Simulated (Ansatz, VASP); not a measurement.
## Ce in VASP and in Ansatz

```
CELL_PARAMETERS angstrom
0.00000 2.33904 2.33904
2.33904 0.00000 2.33904
2.33904 2.33904 0.00000
ATOMIC_POSITIONS crystal
Ce 0.00000 0.00000 0.00000
```

Alike in both runs: task single point; functional r2SCAN; k mesh 17 × 17 × 17; occupations fermi-dirac, width 0.1 eV; no spin polarisation.

|  | VASP | Ansatz |
| --- | --- | --- |
| version | VASP 6.6.1 | Ansatz 0.2.0 |
| potentials or method | VASP PAW PBE potentials, release 64 (Ce), cutoff 520 eV | plane waves (500 eV) with PAW, scalar-relativistic |
| valence electrons in the cell | 12 | 12 |

|  | VASP | Ansatz | Ansatz less VASP |
| --- | --- | --- | --- |
| pressure (GPa) | -0.3 | -0.1 | +0.26 |

VASP's potentials were made for PBE, not for r2SCAN. The functional is the same, so the differences come from potentials, cutoffs and numerics.

Spin-orbit coupling is off throughout.
